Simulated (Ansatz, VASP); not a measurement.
**B5C2 in VASP and in Ansatz**

```
B C
1.0
    -1.93966    1.93966    3.85705
     1.93966   -1.93966    3.85705
     1.93966    1.93966   -3.85705
B C
5 2
Cartesian
  0.9714 2.9079 0.4131
  0.9683 -0.9683 4.2702
  0.9714 0.9714 0.4131
  0.9683 0.9683 4.2702
  0.0000 0.0000 1.4845
  0.0000 1.9397 3.4362
  1.9397 0.0000 3.4362
```

Alike in both runs: functional PBE; k mesh 5 × 5 × 5; occupations gaussian, width 0.2 eV; no spin polarisation.

Ansatz relaxed the structure, and its values are those at the end. VASP's run is a single point on that final structure, the one shown.

|  | VASP | Ansatz |
| --- | --- | --- |
| version | VASP 6.6.1 | Ansatz 0.2.0 |
| potentials or method | VASP PAW PBE potentials, release 64 (B, C), cutoff 600 eV | scalar-relativistic, plane waves, PAW |
| valence electrons in the cell | 23 | 23 |

|  | VASP | Ansatz | Ansatz less VASP |
| --- | --- | --- | --- |
| gap on the k mesh at the Fermi level (eV) | none | none | - |
| pressure (GPa) | -0.3 | -0.3 | -0.05 |
| rms of the force components (eV/Å) | 0.009 | 0.003 | -0.0061 |

A gap of «none» marks a metal or a gap that the smearing closes.

The k mesh is coarse, so the values compare programs but aren't converged.
